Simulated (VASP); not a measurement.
Set up this calculation in VASP 6.6.1, as the native input.

- Task: single point
- Functional: PBE
- Potentials or basis: VASP PAW PBE potentials, release 64 (As, Pt)
- Cutoff: 520 eV
- k mesh: 18 × 18 × 18
- Occupations: gaussian, width 0.1 eV
- Spin: no spin polarisation
- Dipole correction: no
- Further INCAR settings: ALGO = Normal; EDIFF = 1e-06; NBANDS = 14

The structure of AsPt lies in POSCAR:

```
AsPt
1.0
    0.0000000000      2.8125329732      2.8125329732
    2.8125329732      0.0000000000      2.8125329732
    2.8125329732      2.8125329732      0.0000000000
As Pt
1 1
Direct
    0.0000000000      0.0000000000      0.0000000000
    0.2500000000      0.2500000000      0.2500000000
```

The cell was generated, and may not be a known phase.

One way to write it, as run:

INCAR

```
PREC = Accurate
ENCUT = 520
EDIFF = 1E-6
ISMEAR = 0
SIGMA = 0.1
LREAL = False
LASPH = True
NELM = 80
ALGO = Normal
ISIF = 2
LWAVE = False
LCHARG = True
GGA = PE
LELF = True
LVHAR = True
NBANDS = 14
```

KPOINTS

```
Automatic mesh
0
Gamma
  18 18 18
```

Potentials or basis: VASP PAW PBE potentials, release 64 (As, Pt).

Run with:

```sh
$ cat potpaw_PBE.64/As/POTCAR potpaw_PBE.64/Pt/POTCAR > POTCAR
$ mpirun -np 1 vasp_std > vasp.out
```

Results of the run:

```json
{"Pressure": "0.0 GPa", "Band gap on the k mesh": "zero (an odd number of electrons rules out a gap without spin polarisation)"}
```

Caveat: spin-orbit coupling is left out, which moves the levels of the heavy elements; an odd number of electrons without spin polarisation forces a metal; a magnetic or distorted state may lie lower.

Run time: 3.3 min on 1 thread of Intel Xeon 8259CL, on a shared host, peak memory 0.28 GiB.
